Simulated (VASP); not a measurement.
Wanted: the native input for a VASP 6.6.1 run.

```
Task                   : single point
Functional             : PBEsol
Potentials or basis    : VASP PAW PBE potentials, release 64 (Al, Ni)
Cutoff                 : 520 eV
k mesh                 : 14 × 14 × 14
Occupations            : gaussian, width 0.1 eV
Spin                   : no spin polarisation
Dipole correction      : no
Further INCAR settings : ALGO = Normal; EDIFF = 1e-06; NBANDS = 14
```

The structure of AlNi lies in POSCAR:

```
AlNi
1.0
    2.9545565860      0.0000000000      0.0000000000
    0.0000000000      2.9545565860      0.0000000000
    0.0000000000      0.0000000000      2.9545565860
Al Ni
1 1
Direct
    0.0000000000      0.0000000000      0.0000000000
    0.5000000000      0.5000000000      0.5000000000
```

This cell differs from its parent crystal: volume scaled by 1.10.

These files were run (other wordings do the same):

INCAR

```
PREC = Accurate ; ENCUT = 520
EDIFF = 1E-6 ; ISMEAR = 0
SIGMA = 0.1 ; LREAL = F
LASPH = T ; NELM = 80
ALGO = Normal ; ISIF = 2
LWAVE = F ; LCHARG = T
GGA = PS ; LELF = T
LVHAR = T ; NBANDS = 14
```

KPOINTS

```
Automatic mesh
0
Gamma
  14 14 14
```

Potentials or basis: VASP PAW PBE potentials, release 64 (Al, Ni).

Run with:

```bash
$ cat potpaw_PBE.64/Al/POTCAR potpaw_PBE.64/Ni/POTCAR > POTCAR
$ mpirun -np 1 vasp_std > vasp.out
```

Results of the run:

| Quantity | Value |
| --- | --- |
| Pressure | -13.3 GPa |

Caveat: the PAW data sets were made with another functional, which shifts forces and pressure a little.

Wall time 12 s on 1 thread of Intel(R) Xeon(R) 6975P-C (Granite Rapids), with other jobs on the host, peak memory 0.17 GiB.
